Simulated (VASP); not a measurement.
## PtSe2: single point with PBE+D3(BJ)

The system is PtSe2.

```
Pt Se
1.0
     3.77146    0.00000    0.00000
    -1.88573    3.26618    0.00000
     0.00000    0.00000    4.82331
Pt Se
1 2
Direct
  0.00000 0.00000 0.00000
  0.33333 0.66667 0.26546
  0.66667 0.33333 0.73454
```

| Item | Value |
| --- | --- |
| Program | VASP 6.6.1 |
| Task | single point |
| Functional | PBE |
| Dispersion | D3(BJ) |
| Potentials or basis | VASP PAW PBE potentials, release 64 (Pt, Se) |
| Cutoff | 520 eV |
| k mesh | 15 × 15 × 10 |
| Occupations | gaussian, width 0.1 eV |
| Spin | no spin polarisation |

```json
{"Pressure": "0.0 GPa", "Largest force": "0.007 eV/Å", "Band gap on the k mesh": "zero (band 11 reaches 7.49 eV, above the bottom of band 12 at 6.60 eV)", "Dispersion energy per atom": "-0.490 eV"}
```

Forces on the atoms (eV/Å):
```
Pt   0.000  0.000  0.000
Se   0.000  0.000  0.007
Se   0.000  0.000 -0.007
```

Levels at points of the mesh, in eV from the Fermi level:
| k point | band 7 | band 8 | band 9 | band 10 | band 11 | band 12 | band 13 | band 14 | band 15 | band 16 |
| --- | --- | --- | --- | --- | --- | --- | --- | --- | --- | --- |
| (0.00, 0.00, 0.00) | -3.78 | -2.46 | -1.00 | -1.00 | 0.79 | 1.08 | 1.08 | 3.37 | 4.12 | 7.28 |
| (0.00, 0.00, 0.50) | -3.83 | -2.89 | -1.70 | -1.70 | -1.69 | 2.34 | 2.34 | 5.00 | 6.53 | 6.58 |

It took 73 s on 1 thread of AMD EPYC 9R45 96-Core Processor (Zen 5), on a shared host, peak memory 0.35 GiB.

Caveat: spin-orbit coupling is left out, which moves the levels of the heavy elements; pairwise dispersion overbinds metals, which lowers pressure and volume.
